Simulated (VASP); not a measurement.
# LiY3 (I4/mmm) in VASP: a series of runs

Runs on LiY3. Level: r2SCAN. Tasks: single point.

All numbers are computed with VASP 6.6.1; they aren't measurements. Logs are shortened: lines on timing, memory, paths and dates and some standing lists are left out, and cuts for length are marked.

## Step 1: The cell of the first run

The structure is tetragonal, space group I4/mmm (No. 139). The conventional cell has a = 4.119 Å, b = 4.119 Å, c = 8.806 Å, α = 90.00°, β = 90.00°, γ = 90.00°. Within 3.8 Å of Y (site symmetry 4/mmm) lie 4 Li at 2.91 Å and 8 Y at 3.01 Å. Within 3.8 Å of Y (site symmetry -4m2) lie 8 Y at 2.91 to 3.01 Å and 4 Li at 3.01 Å. Within 3.8 Å of Li (site symmetry 4/mmm) lie 12 Y at 2.91 to 3.01 Å.

## Step 2: Single point, r2SCAN

File POSCAR:

```
LiY3
1.0
   -2.0593681577      2.0593681577      4.4030969724
    2.0593681577     -2.0593681577      4.4030969724
    2.0593681577      2.0593681577     -4.4030969724
Y Li
3 1
Direct
    0.5000000000      0.5000000000      0.0000000000
    0.2500000000      0.7500000000      0.5000000000
    0.7500000000      0.2500000000      0.5000000000
    0.0000000000      0.0000000000      0.0000000000
```

File INCAR.step1:

```
PREC = Accurate
ENCUT = 520
ISMEAR = -1
SIGMA = 0.05
LREAL = False
LASPH = True
NELM = 60
NBANDS = 26
GGA = PE
ALGO = Normal
EDIFF = 1E-4
LWAVE = True
LCHARG = False
```

File INCAR.step2:

```
PREC = Accurate
ENCUT = 520
EDIFF = 1E-7
ISMEAR = -1
SIGMA = 0.05
LREAL = False
LASPH = True
NELM = 60
ALGO = Normal
ISIF = 2
LWAVE = False
LCHARG = True
METAGGA = R2SCAN
LMIXTAU = True
LELF = True
LVHAR = True
NBANDS = 26
ISTART = 1
```

File KPOINTS:

```
Automatic mesh
0
Gamma
  8 8 8
```

Potentials or basis: VASP PAW PBE potentials, release 64 (Y_sv, Li_sv).

Run with:

```bash
$ cat potpaw_PBE.64/Y_sv/POTCAR potpaw_PBE.64/Li_sv/POTCAR > POTCAR
$ cp INCAR.step1 INCAR
$ mpirun -np 1 vasp_std > vasp.out
$ cp INCAR.step2 INCAR
$ mpirun -np 1 vasp_std > vasp.out
```

OUTCAR:

```text
PREC = Accurate
   ENCUT = 520
   EDIFF = 1E-7
   ISMEAR = -1
   LREAL = False
   LASPH = True
   NELM = 60
   ISIF = 2
   METAGGA = R2SCAN
   ISTART = 1

 ion  position               nearest neighbor table
   1  0.500  0.500  0.000-   4 2.91   4 2.91   4 2.91   4 2.91   3 3.01   2 3.01   3 3.01   3 3.01
                             2 3.01   2 3.01   3 3.01   2 3.01
   2  0.250  0.750  0.500-   3 2.91   3 2.91   3 2.91   3 2.91   4 3.01   1 3.01   4 3.01   1 3.01
                             4 3.01   4 3.01   1 3.01   1 3.01
   3  0.750  0.250  0.500-   2 2.91   2 2.91   2 2.91   2 2.91   4 3.01   1 3.01   4 3.01   4 3.01
                             1 3.01   1 3.01   4 3.01   1 3.01
   4  0.000  0.000  0.000-   1 2.91   1 2.91   1 2.91   1 2.91   3 3.01   2 3.01   3 3.01   2 3.01
                             3 3.01   3 3.01   2 3.01   2 3.01

  LATTYP: Found a body centered tetragonal cell.
 ALAT       =     4.1187363154
 C/A-ratio  =     2.1380815062

  Lattice vectors:

 A1 = (  -2.0593681577,   2.0593681577,   4.4030969724)
 A2 = (   2.0593681577,  -2.0593681577,   4.4030969724)
 A3 = (   2.0593681577,   2.0593681577,  -4.4030969724)

Analysis of symmetry for initial positions (statically):
=====================================================================
 Subroutine PRICEL returns:
 Original cell was already a primitive cell.

 Routine SETGRP: Setting up the symmetry group for a
 body centered tetragonal supercell.

 Subroutine GETGRP returns: Found 16 space group operations
 (whereof 16 operations were pure point group operations)
 out of a pool of 16 trial point group operations.

The static configuration has the point symmetry D_4h.

Analysis of symmetry for dynamics (positions and initial velocities):
=====================================================================
 Subroutine PRICEL returns:
 Original cell was already a primitive cell.

 Routine SETGRP: Setting up the symmetry group for a
 body centered tetragonal supercell.

 Subroutine GETGRP returns: Found 16 space group operations
 (whereof 16 operations were pure point group operations)
 out of a pool of 16 trial point group operations.

The dynamic configuration has the point symmetry D_4h.

 Subroutine INISYM returns: Found 16 space group operations
 (whereof 16 operations are pure point group operations),
 and found     1 'primitive' translations

----------------------------------------------------------------------------------------

                                     Primitive cell

  volume of cell :      74.6941

  direct lattice vectors                    reciprocal lattice vectors
    -2.059368158  2.059368158  4.403096972     0.000000000  0.242792916  0.113556436
     2.059368158 -2.059368158  4.403096972     0.242792916  0.000000000  0.113556436
     2.059368158  2.059368158 -4.403096972     0.242792916  0.242792916  0.000000000

  length of vectors
     5.279134149  5.279134149  5.279134149     0.268036311  0.268036311  0.343361035

  position of ions in fractional coordinates (direct lattice)
     0.500000000  0.500000000  0.000000000
     0.250000000  0.750000000  0.500000000
     0.750000000  0.250000000  0.500000000
     0.000000000  0.000000000  0.000000000

  ion indices of the primitive-cell ions
   primitive index   ion index
                 1           1
                 2           2
                 3           3
                 4           4

----------------------------------------------------------------------------------------

 KPOINTS: Automatic mesh

Automatic generation of k-mesh.
 Grid dimensions read from file:
 generate k-points for:    8    8    8

 Generating k-lattice:

  Cartesian coordinates                     Fractional coordinates (reciprocal lattice)
     0.000000000  0.030349114  0.014194555     0.125000000  0.000000000  0.000000000
     0.030349114  0.000000000  0.014194555     0.000000000  0.125000000  0.000000000
     0.030349114  0.030349114  0.000000000     0.000000000  0.000000000  0.125000000

  Length of vectors
     0.033504539  0.033504539  0.042920129

  Shift w.r.t. Gamma in fractional coordinates (k-lattice)
     0.000000000  0.000000000  0.000000000

 Subroutine IBZKPT returns following result:
 ===========================================

 Found     59 irreducible k-points:

 Following reciprocal coordinates:
            Coordinates               Weight
  0.000000  0.000000  0.000000      1.000000
  0.125000  0.000000  0.000000      8.000000
  0.250000  0.000000  0.000000      8.000000
  0.375000  0.000000  0.000000      8.000000
  0.500000  0.000000  0.000000      4.000000
  0.125000  0.125000  0.000000      8.000000
[... 16 lines left out ...]
  0.250000  0.125000  0.125000     16.000000
  0.375000  0.125000  0.125000      8.000000
 [... further k-points ...]
   k-points           NKPTS =     59   k-points in BZ     NKDIM =     59   number of bands    NBANDS=     26
[... 69 lines left out ...]
 Fermi energy:         4.9491967857

 k-point     1 :       0.0000    0.0000    0.0000
  band No.  band energies     occupation
      1     -41.4567      2.00000
      2     -38.5994      2.00000
      3     -38.0640      2.00000
      4     -37.9307      2.00000
      5     -18.8481      2.00000
      6     -18.5524      2.00000
[... 18 lines left out ...]
     25       9.5718      0.00000
     26       9.8751      0.00000

 k-point     2 :       0.1250    0.0000    0.0000
  band No.  band energies     occupation
      1     -41.4565      2.00000
      2     -38.5742      2.00000
      3     -38.0709      2.00000
      4     -37.9499      2.00000
      5     -18.8531      2.00000
      6     -18.5119      2.00000
[... 18 lines left out ...]
     25       9.7647      0.00000
     26      10.1049      0.00000

 k-point     3 :       0.2500    0.0000    0.0000
  band No.  band energies     occupation
      1     -41.4558      2.00000
      2     -38.5041      2.00000
      3     -38.0904      2.00000
      4     -38.0029      2.00000
      5     -18.8101      2.00000
      6     -18.3991      2.00000
[... 18 lines left out ...]
     25       9.8185      0.00000
     26      10.5366      0.00000

 k-point     4 :       0.3750    0.0000    0.0000
  band No.  band energies     occupation
      1     -41.4552      2.00000
      2     -38.4066      2.00000
      3     -38.1328      2.00000
      4     -38.0604      2.00000
      5     -18.7051      2.00000
      6     -18.3305      2.00000
[... 18 lines left out ...]
     25       9.2869      0.00000
     26      10.1863      0.00000

 k-point     5 :       0.5000    0.0000    0.0000
  band No.  band energies     occupation
      1     -41.4549      2.00000
      2     -38.3395      2.00000
      3     -38.1837      2.00000
      4     -38.0776      2.00000
      5     -18.6464      2.00000
      6     -18.2846      2.00000
[... 18 lines left out ...]
     25       9.0480      0.00000
     26       9.2721      0.00000

 k-point     6 :       0.1250    0.1250    0.0000
  band No.  band energies     occupation
      1     -41.4562      2.00000
      2     -38.5424      2.00000
      3     -38.0863      2.00000
      4     -37.9676      2.00000
      5     -18.8646      2.00000
      6     -18.5253      2.00000
[... 427 lines left out ...]
 k-point    21 :       0.5000    0.5000    0.0000
  band No.  band energies     occupation
      1     -41.4544      2.00000
      2     -38.2314      2.00000
      3     -38.1772      2.00000
      4     -38.1742      2.00000
      5     -19.2875      2.00000
      6     -18.8708      2.00000
[... 18 lines left out ...]
     25       8.5300      0.00000
     26       9.2241      0.00000

 k-point    22 :       0.1250    0.1250    0.1250
  band No.  band energies     occupation
      1     -41.4553      2.00000
      2     -38.4387      2.00000
      3     -38.1004      2.00000
      4     -38.0547      2.00000
      5     -19.0391      2.00000
      6     -18.3949      2.00000
[... 18 lines left out ...]
     25       9.3445      0.00000
     26      10.3259      0.00000

 k-point    23 :       0.2500    0.1250    0.1250
  band No.  band energies     occupation
      1     -41.4548      2.00000
      2     -38.3571      2.00000
      3     -38.1362      2.00000
      4     -38.0991      2.00000
      5     -19.0492      2.00000
      6     -18.5180      2.00000
[... 18 lines left out ...]
     25       9.0131      0.00000
     26      10.0025      0.00000

 k-point    24 :       0.3750    0.1250    0.1250
  band No.  band energies     occupation
      1     -41.4546      2.00000
      2     -38.3008      2.00000
      3     -38.1797      2.00000
      4     -38.1113      2.00000
      5     -19.0142      2.00000
      6     -18.6276      2.00000
[... 18 lines left out ...]
     25       8.4189      0.00000
     26       9.9930      0.00000

 [... further k-points ...]

------------------------ aborting loop because EDIFF is reached ----------------------------------------

  FORCE on cell =-STRESS in cart. coord.  units (eV):
  Direction    XX          YY          ZZ          XY          YZ          ZX
  --------------------------------------------------------------------------------------
  -------------------------------------------------------------------------------------
  Total       14.0712550     14.0712550     14.0583065      0.0000000      0.0000000      0.0000000
  in kB      301.8263749    301.8263749    301.5486315      0.0000000      0.0000000      0.0000000
  external PRESSURE =     301.7337938 kB  Pullay stress =       0.0000000 kB

 VOLUME and BASIS-vectors are now :
 -----------------------------------------------------------------------------
  energy-cutoff  :      520.00
  volume of cell :       74.69
      direct lattice vectors                 reciprocal lattice vectors
    -2.059368158  2.059368158  4.403096972     0.000000000  0.242792916  0.113556436
     2.059368158 -2.059368158  4.403096972     0.242792916  0.000000000  0.113556436
     2.059368158  2.059368158 -4.403096972     0.242792916  0.242792916  0.000000000

 POSITION                                       TOTAL-FORCE (eV/Angst)
 -----------------------------------------------------------------------------------
      0.00000      0.00000      4.40310         0.000000     -0.000000      0.000000
      2.05937      0.00000      2.20155        -0.000000     -0.000000     -0.000000
      0.00000      2.05937      2.20155        -0.000000      0.000000      0.000000
      0.00000      0.00000      0.00000         0.000000     -0.000000      0.000000
 -----------------------------------------------------------------------------------
    total drift:                               -0.000000     -0.000000      0.000000

  FREE ENERGIE OF THE ION-ELECTRON SYSTEM (eV)
  ---------------------------------------------------
  free  energy   TOTEN  =       -59.1527235061 eV

  energy  without entropy=      -59.1282007157  energy(sigma->0) =      -59.14046211
```

Wall time 6 min (1 thread of Intel Xeon 6975P-C (Granite Rapids), shared host); peak memory 0.33 GiB.

What came out:

| Property | Result |
| --- | --- |
| Free energy | -59.1527 eV |
| Band gap on the k mesh | zero (bands 18 and 19 overlap by 1.85 eV) |

Caveat: the cutoff is under 1.25 times the usual one of these potentials, so pressure, stress and relaxed cells hold a basis-set (Pulay) error; the PAW data sets were made with another functional, which shifts forces and pressure a little.

## Step 3: Single point, r2SCAN

This run uses another cell than the first one, of 20.73 Å³/atom.

File POSCAR:

```
LiY3
1.0
   -2.1271693465      2.1271693465      4.5811874357
    2.1271693465     -2.1271693465      4.5811874357
    2.1271693465      2.1271693465     -4.5811874357
Y Li
3 1
Direct
    0.5000000000      0.5000000000      0.0000000000
    0.2500000000      0.7500000000      0.5000000000
    0.7500000000      0.2500000000      0.5000000000
    0.0000000000      0.0000000000      0.0000000000
```

File INCAR.step1:

```
SYSTEM = LiY3
PREC = Accurate ; ENCUT = 520
ISMEAR = -1 ; SIGMA = 0.05
LREAL = .False. ; LASPH = .True.
NELM = 100 ; NBANDS = 26
GGA = PE ; ALGO = Normal
EDIFF = 1E-4 ; LWAVE = .True.
LCHARG = .False.
```

File INCAR.step2:

```
SYSTEM = LiY3
PREC = Accurate ; ENCUT = 520
EDIFF = 1E-6 ; ISMEAR = -1
SIGMA = 0.05 ; LREAL = .False.
LASPH = .True. ; NELM = 100
ALGO = Normal ; ISIF = 2
LWAVE = .False. ; LCHARG = .False.
METAGGA = R2SCAN ; LMIXTAU = .True.
NBANDS = 26 ; ISTART = 1
```

File KPOINTS:

```
regular mesh
0
Gamma
  8 8 8
  0 0 0
```

Potentials or basis: VASP PAW PBE potentials, release 64 (Y_sv, Li_sv).

Run with:

```bash
$ cat potpaw_PBE.64/Y_sv/POTCAR potpaw_PBE.64/Li_sv/POTCAR > POTCAR
$ cp INCAR.step1 INCAR
$ mpirun -np 1 vasp_std > vasp.out
$ cp INCAR.step2 INCAR
$ mpirun -np 1 vasp_std > vasp.out
```

It took 7.5 min on 1 thread of Intel Xeon 6975P-C (Granite Rapids), shared host; peak memory 0.35 GiB.

It converged, with:

| Item | Value |
| --- | --- |
| Free energy | -60.4240 eV |
| Band gap on the k mesh | zero (bands 18 and 19 overlap by 1.47 eV) |

Levels at points of the mesh, in eV from the Fermi level:
| k point | band 14 | band 15 | band 16 | band 17 | band 18 | band 19 | band 20 | band 21 | band 22 | band 23 |
| --- | --- | --- | --- | --- | --- | --- | --- | --- | --- | --- |
| (0.00, 0.00, 0.00) | -4.85 | -2.15 | -2.07 | -0.64 | 0.11 | 0.11 | 0.77 | 1.85 | 1.85 | 3.10 |
| (0.50, 0.00, 0.00) | -2.45 | -1.66 | -1.15 | -0.57 | -0.24 | 0.57 | 0.78 | 2.02 | 2.17 | 2.37 |
| (0.50, 0.50, 0.00) | -2.36 | -1.21 | -1.21 | -0.46 | -0.19 | 0.72 | 1.28 | 1.58 | 2.07 | 2.38 |
| (0.50, 0.50, 0.50) | -3.13 | -3.05 | -2.04 | -0.92 | -0.74 | -0.74 | -0.22 | 1.91 | 3.03 | 3.44 |

Caveat: the cutoff is under 1.25 times the usual one of these potentials, so pressure, stress and relaxed cells hold a basis-set (Pulay) error; the PAW data sets were made with another functional, which shifts forces and pressure a little.

## Step 4: Single point, r2SCAN

This run uses another cell than the first one, of 24.13 Å³/atom.

File POSCAR:

```
LiY3
1.0
   -2.1965611859      2.1965611859      5.0021005973
    2.1965611859     -2.1965611859      5.0021005973
    2.1965611859      2.1965611859     -5.0021005973
Y Li
3 1
Direct
    0.5000000000      0.5000000000      0.0000000000
    0.2500000000      0.7500000000      0.5000000000
    0.7500000000      0.2500000000      0.5000000000
    0.0000000000      0.0000000000      0.0000000000
```

File INCAR.step1:

```
SYSTEM = LiY3
PREC = Accurate
ENCUT = 520
ISMEAR = -1
SIGMA = 0.05
LREAL = .False.
LASPH = .True.
NELM = 80
NBANDS = 26
GGA = PE
ALGO = Normal
EDIFF = 1E-4
LWAVE = .True.
LCHARG = .False.
```

File INCAR.step2:

```
SYSTEM = LiY3
PREC = Accurate
ENCUT = 520
EDIFF = 1E-7
ISMEAR = -1
SIGMA = 0.05
LREAL = .False.
LASPH = .True.
NELM = 80
ALGO = Normal
ISIF = 2
LWAVE = .False.
LCHARG = .False.
METAGGA = R2SCAN
LMIXTAU = .True.
NBANDS = 26
ISTART = 1
```

KPOINTS is that of step 3.

Run with:

```bash
$ cat potpaw_PBE.64/Y_sv/POTCAR potpaw_PBE.64/Li_sv/POTCAR > POTCAR
$ cp INCAR.step1 INCAR
$ mpirun -np 1 vasp_std > vasp.out
$ cp INCAR.step2 INCAR
$ mpirun -np 1 vasp_std > vasp.out
```

Run time: 12 min. Hardware: 1 thread of Intel Xeon 6975P-C (Granite Rapids), shared host; peak memory 0.46 GiB.

The run converged. Its results:

```yaml
Free_energy: -61.6678 eV
Band_gap_on_the_k_mesh: zero (bands 18 and 19 overlap by 0.86 eV)
```

Levels at points of the mesh, in eV from the Fermi level:
```
           k point  band 16  band 17  band 18  band 19  band 20  band 21
(0.00, 0.00, 0.00)    -1.77    -0.35     0.17     0.17     0.57     1.68
(0.50, 0.00, 0.00)    -1.10    -0.64     0.05     0.09     0.78     1.64
(0.50, 0.50, 0.00)    -1.23    -0.61    -0.56     0.72     0.73     1.31
(0.50, 0.50, 0.50)    -2.40    -0.68    -0.49    -0.49    -0.10     1.36
```

Caveat: the cutoff is under 1.25 times the usual one of these potentials, so pressure, stress and relaxed cells hold a basis-set (Pulay) error; the PAW data sets were made with another functional, which shifts forces and pressure a little.

## Step 5: Single point, r2SCAN

This run uses another cell than the first one, of 26.74 Å³/atom.

File POSCAR:

```
LiY3
1.0
   -2.2454371789      2.2454371789      5.3034495397
    2.2454371789     -2.2454371789      5.3034495397
    2.2454371789      2.2454371789     -5.3034495397
Y Li
3 1
Direct
    0.5000000000      0.5000000000      0.0000000000
    0.2500000000      0.7500000000      0.5000000000
    0.7500000000      0.2500000000      0.5000000000
    0.0000000000      0.0000000000      0.0000000000
```

File INCAR.step1:

```
SYSTEM = LiY3
PREC     = Accurate       ! precision mode
ENCUT    = 520            ! plane-wave cutoff, eV
ISMEAR   = -1             ! smearing method
SIGMA    = 0.05           ! smearing width, eV
LREAL    = .FALSE.        ! projectors in reciprocal space
LASPH    = .TRUE.         ! aspherical terms in the spheres
NELM     = 100            ! most SCF steps
NBANDS   = 26             ! bands
GGA      = PE             ! functional
ALGO     = Normal         ! electronic algorithm
EDIFF    = 1E-4           ! SCF threshold, eV
LWAVE    = .TRUE.         ! write WAVECAR
LCHARG   = .FALSE.        ! write CHGCAR
```

File INCAR.step2:

```
SYSTEM = LiY3
PREC     = Accurate       ! precision mode
ENCUT    = 520            ! plane-wave cutoff, eV
EDIFF    = 1E-6           ! SCF threshold, eV
ISMEAR   = -1             ! smearing method
SIGMA    = 0.05           ! smearing width, eV
LREAL    = .FALSE.        ! projectors in reciprocal space
LASPH    = .TRUE.         ! aspherical terms in the spheres
NELM     = 100            ! most SCF steps
ALGO     = Normal         ! electronic algorithm
ISIF     = 2              ! what is computed and relaxed
LWAVE    = .FALSE.        ! write WAVECAR
LCHARG   = .FALSE.        ! write CHGCAR
METAGGA  = R2SCAN         ! meta-GGA
LMIXTAU  = .TRUE.       
NBANDS   = 26             ! bands
ISTART   = 1
```

File KPOINTS:

```
Automatic mesh
0
G
  8 8 8
  0 0 0
```

Run with:

```bash
$ cat potpaw_PBE.64/Y_sv/POTCAR potpaw_PBE.64/Li_sv/POTCAR > POTCAR
$ cp INCAR.step1 INCAR
$ mpirun -np 1 vasp_std > vasp.out
$ cp INCAR.step2 INCAR
$ mpirun -np 1 vasp_std > vasp.out
```

Wall time 10 min (1 thread of Intel Xeon 6975P-C (Granite Rapids), shared host); peak memory 0.45 GiB.

The run converged. Its results:

```
Free energy            : -62.1594 eV
Band gap on the k mesh : zero (bands 18 and 19 overlap by 0.55 eV)
```

Levels at points of the mesh, in eV from the Fermi level:
```tsv
k point	band 15	band 16	band 17	band 18	band 19	band 20	band 21	band 22
(0.00, 0.00, 0.00)	-1.76	-1.62	-0.21	0.24	0.24	0.49	0.99	1.60
(0.50, 0.00, 0.00)	-2.03	-1.14	-0.55	-0.22	0.29	0.81	1.46	1.87
(0.50, 0.50, 0.00)	-1.43	-1.22	-0.76	-0.57	0.47	0.69	1.03	1.14
(0.50, 0.50, 0.50)	-2.90	-2.23	-0.52	-0.31	-0.31	-0.03	1.09	2.82
```

Caveat: the cutoff is under 1.25 times the usual one of these potentials, so pressure, stress and relaxed cells hold a basis-set (Pulay) error; the PAW data sets were made with another functional, which shifts forces and pressure a little.

## Step 6: Overview

```csv
cell,gap on the mesh (eV)
"a = 5.279 Å, angles 134.1, 134.1, 67.0°, 4 atoms",none
"a = 5.481 Å, angles 134.3, 134.3, 66.6°, 4 atoms",none
"a = 5.888 Å, angles 136.2, 136.2, 63.7°, 4 atoms",none
"a = 6.181 Å, angles 137.4, 137.4, 61.8°, 4 atoms",none
```

Alike in all rows: task single point; level r2SCAN; potentials or basis VASP PAW PBE potentials, release 64 (Y_sv, Li_sv); no spin polarisation; k mesh 8 × 8 × 8; cutoff (eV) 520; smearing fermi-dirac 0.05 eV.

Caveats: the cutoff is under 1.25 times the usual one of these potentials, so pressure, stress and relaxed cells hold a basis-set (Pulay) error; the PAW data sets were made with another functional, which shifts forces and pressure a little.

Absolute energies hang on the potentials; compare differences alone.
